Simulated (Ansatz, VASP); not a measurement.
## Ge in VASP and in Ansatz

File INCAR:

```
PREC = Accurate ; ENCUT = 520
EDIFF = 1E-7 ; ISMEAR = 0
SIGMA = 0.1 ; LREAL = F
LASPH = T ; NELM = 80
ALGO = Normal ; ISIF = 2
LWAVE = F ; LCHARG = F
LDIPOL = T ; IDIPOL = 3
DIPOL = 0.5 0.5 0.399 ; GGA = PE
IVDW = 12 ; NBANDS = 36
```

Contents of KPOINTS:

```
Automatic mesh
0
Gamma
  9 9 1
```

Contents of POSCAR:

```
Ge
1.0
    4.0226895311      0.0000000000      0.0000000000
   -2.0113447656      3.4837513255      0.0000000000
    0.0000000000      0.0000000000     18.8685220517
Ge
4
Direct
    0.3333333333      0.6666666667      0.2747571332
    0.6666666667      0.3333333333      0.2384924472
    0.6666666667      0.3333333333      0.5601139306
    0.3333333333      0.6666666667      0.5238492447
```

Input for Ansatz:

```yaml
crystal:
  lattice:
    - [4.0226895311, 0.0, 0.0]
    - [-2.0113447656, 3.4837513255, 0.0]
    - [0.0, 0.0, 18.8685220517]
  atoms:
    - { symbol: Ge, position: [0.3333333333, 0.6666666667, 0.2747571332] }
    - { symbol: Ge, position: [0.6666666667, 0.3333333333, 0.2384924472] }
    - { symbol: Ge, position: [0.6666666667, 0.3333333333, 0.5601139306] }
    - { symbol: Ge, position: [0.3333333333, 0.6666666667, 0.5238492447] }
basis:
  ecutwfc: 420
kpoints:
  mp_grid: { grid: [9, 9, 1] }
hamiltonian:
  xc: pbe
  pseudopotentials: { kind: paw, azcp: { folder: soft_1 } }
  dispersion: d3bj
scf:
  occupations: { method: gaussian, width: 0.1 }
output:
  forces: true
  eigenvalues: true
efield:
  axis: 3
  dipole_correction: true
  ramp_width: 0.04
```

Alike in both runs: task single point; functional PBE; dispersion D3(BJ); k mesh 9 × 9 × 1; occupations gaussian, width 0.1 eV; no spin polarisation.

|  | VASP | Ansatz |
| --- | --- | --- |
| version | VASP 6.6.1 | Ansatz 0.2.0 |
| potentials or method | VASP PAW PBE potentials, release 64 (Ge_d), cutoff 520 eV | scalar-relativistic, plane waves, PAW |
| valence electrons in the cell | 56 | 56 |

```csv
,VASP,Ansatz,Ansatz less VASP
gap on the k mesh at the Fermi level (eV),0.13,0.13,0.000
least direct gap on the mesh (eV),0.13,0.13,0.000
rms of the force components (eV/Å),0.034,0.034,-0.0002
```

Atom by atom the forces differ by 0.000 eV/Å (rms over components).
